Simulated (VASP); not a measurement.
Here is a VASP 6.6.1 calculation.

Contents of POSCAR:

```
NaH
1.0
   -0.3595547457      2.3970316378      2.3131355305
    2.3970316378     -0.3595547457      2.3131355305
    2.0374768921      2.0374768921      0.0000000000
Na H
1 1
Direct
    0.0000000000      0.0000000000      0.0000000000
    0.5000000000      0.5000000000      0.5000000000
```

Contents of INCAR.step1:

```
SYSTEM = NaH
ALGO = Normal
EDIFF = 1E-4
ENCUT = 520
GGA = PE
ISMEAR = -1
LASPH = .TRUE.
LCHARG = .FALSE.
LREAL = .FALSE.
LWAVE = .TRUE.
NBANDS = 11
NELM = 100
PREC = Accurate
SIGMA = 0.2
```

The input INCAR.step2:

```
SYSTEM = NaH
ALGO = Normal
EDIFF = 1E-6
ENCUT = 520
ISIF = 2
ISMEAR = -1
ISTART = 1
LASPH = .TRUE.
LCHARG = .TRUE.
LELF = .TRUE.
LMIXTAU = .TRUE.
LREAL = .FALSE.
LVHAR = .TRUE.
LWAVE = .FALSE.
METAGGA = R2SCAN
NBANDS = 11
NELM = 100
PREC = Accurate
SIGMA = 0.2
```

KPOINTS

```
k-points
0
G
  8 8 8
  0 0 0
```

Potentials or basis: VASP PAW PBE potentials, release 64 (Na_pv, H).

The run is started by

```bash
$ cat potpaw_PBE.64/Na_pv/POTCAR potpaw_PBE.64/H/POTCAR > POTCAR
$ cp INCAR.step1 INCAR
$ mpirun -np 1 vasp_std > vasp.out
$ cp INCAR.step2 INCAR
$ mpirun -np 1 vasp_std > vasp.out
```

(1) What does it give for the pressure?

(2) Predict the band gap on the k mesh.

## Answers

(1) 1.2 GPa.

(2) 3.25 eV (least direct gap 5.11 eV).

Caveat: the cell differs from its parent crystal (engineering shear strain xy -0.3000, normal strain along z -0.0350); the PAW data sets were made with another functional, which shifts forces and pressure a little.
